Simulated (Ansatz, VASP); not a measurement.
# In in VASP and in Ansatz

```xyz
1
Lattice="-1.4961 1.4961 2.2760 1.4961 -1.4961 2.2760 1.4961 1.4961 -2.2760" Properties=species:S:1:pos:R:3 pbc="T T T"
In    0.0000    0.0000    0.0000
```

Change from the starting cell: strain -0.080 along x and y, -0.080 along z, atoms carried along.

Alike in both runs: task single point; functional PBE; k mesh 20 × 20 × 20; occupations gaussian, width 0.15 eV; no spin polarisation.

```csv
,VASP,Ansatz
version,VASP 6.6.1,Ansatz 0.2.0
potentials or method,"VASP PAW PBE potentials, release 64 (In_d), cutoff 520 eV","scalar-relativistic, plane waves, PAW"
valence electrons in the cell,13,13
```

Ansatz gave:

```
gap on the k mesh at the Fermi level (eV)                     : none
pressure (GPa)                                                : 22.8
traceless stress, the component that is largest in VASP (GPa) : 0.08
```

Q: Estimate VASP's values.

A: gap on the k mesh at the Fermi level (eV): none; pressure (GPa): 22.9; traceless stress, the component that is largest in VASP (GPa): 0.06.

A gap of «none» marks a metal or a gap that the smearing closes.
